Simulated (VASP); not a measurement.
Ag: single point with PBE

Crystal: Ag.

```
Ag
1.0
     2.92190    0.00000    0.00000
    -1.46095    2.53044    0.00000
     0.00000    0.00000    9.65502
Ag
4
Direct
  0.33333 0.66667 0.25000
  0.66667 0.33333 0.75000
  0.00000 0.00000 0.00000
  0.00000 0.00000 0.50000
```

This isn't the form of Ag at room conditions, which is fcc.

```json
{"Program": "VASP 6.6.1", "Task": "single point", "Functional": "PBE", "Potentials or basis": "VASP PAW PBE potentials, release 64 (Ag)", "Cutoff": "520 eV", "k mesh": "16 × 16 × 5", "Occupations": "fermi-dirac, width 0.1 eV", "Spin": "no spin polarisation"}
```

The pressure is 0.0 GPa and the band gap on the k mesh is zero (bands 22 and 23 overlap by 6.57 eV).

Stress tensor (GPa, compression positive):
```
 0.38  0.00  0.00
 0.00  0.38  0.00
 0.00  0.00 -0.69
```

Levels at points of the mesh, in eV from the Fermi level:
```
           k point  band 20  band 21  band 22  band 23  band 24  band 25
(0.00, 0.00, 0.00)    -3.36    -3.36    -3.00    -3.00    -0.34     3.22
(0.50, 0.00, 0.00)    -2.79    -0.06     0.83     1.03     1.56     4.13
```

Run time: 63 s on 1 thread of Intel(R) Xeon(R) 6975P-C (Granite Rapids), with other jobs on the host, peak memory 0.27 GiB.
